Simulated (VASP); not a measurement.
A run of VASP 6.6.1 is set up as follows.

Contents of INCAR:

```
SYSTEM = Te2I3
  ALGO = Normal
  EDIFF = 1E-6
  ENCUT = 520
  GGA = PE
  ISIF = 2
  ISMEAR = 0
  LASPH = .TRUE.
  LCHARG = .FALSE.
  LREAL = .FALSE.
  LWAVE = .FALSE.
  NBANDS = 24
  NELM = 60
  PREC = Accurate
  SIGMA = 0.1
```

KPOINTS

```
k-points
0
G
  3 3 4
  0 0 0
```

File POSCAR:

```
Te2I3
1.0
    6.4962632640      0.0000000000      0.0000000000
   -3.2481316320      5.6259290163      0.0000000000
    0.0000000000      0.0000000000      6.0748465284
Te I
2 3
Direct
    0.3333333333      0.6666666667      0.5000000000
    0.6666666667      0.3333333333      0.5000000000
    0.5000000000      0.0000000000      0.0000000000
    0.0000000000      0.5000000000      0.0000000000
    0.5000000000      0.5000000000      0.0000000000
```

Potentials or basis: VASP PAW PBE potentials, release 64 (Te, I).

The run is started by

```console
$ cat potpaw_PBE.64/Te/POTCAR potpaw_PBE.64/I/POTCAR > POTCAR
$ mpirun -np 1 vasp_std > vasp.out
```

(1) What does it give for the pressure?

## Answers

(1) -0.1 GPa.

Caveat: the k points lie up to 0.37 Å⁻¹ apart; this functional lacks dispersion, which binds the layers, so the pressure and a relaxed spacing across them are unreliable; an odd number of electrons without spin polarisation forces a metal; a magnetic or distorted state may lie lower.
